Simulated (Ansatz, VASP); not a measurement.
# HgTe: VASP beside Ansatz

```xyz
2
Lattice="0.0000 3.2568 3.2568 3.2568 0.0000 3.2568 3.2568 3.2568 0.0000" Properties=species:S:1:pos:R:3 pbc="T T T"
Hg    0.0000    0.0000    0.0000
Te    4.8852    4.8852    4.8852
```

Alike in both runs: task single point; functional r2SCAN; dispersion D3(BJ); k mesh 7 × 7 × 7; occupations fermi-dirac, width 0.05 eV; no spin polarisation.

```csv
,VASP,Ansatz
version,VASP 6.6.1,Ansatz 0.2.0
potentials or method,"VASP PAW PBE potentials, release 64 (Hg, Te)",Ansatz PAW
plane-wave cutoff (eV),520,500
valence electrons in the cell,18,36
```

VASP gave:

| Quantity | Value |
| --- | --- |
| gap on the k mesh at the Fermi level (eV) | none |
| pressure (GPa) | 0.5 |

Estimate Ansatz's values.

gap on the k mesh at the Fermi level (eV): none; pressure (GPa): 0.4.

VASP's potentials were made for PBE, not for r2SCAN. A gap of «none» marks a metal or a gap that the smearing closes. VASP's potentials hold 18 valence electrons a cell and Ansatz's 36, so a difference there can come from the potentials and not from the codes.

Spin-orbit coupling is off throughout.
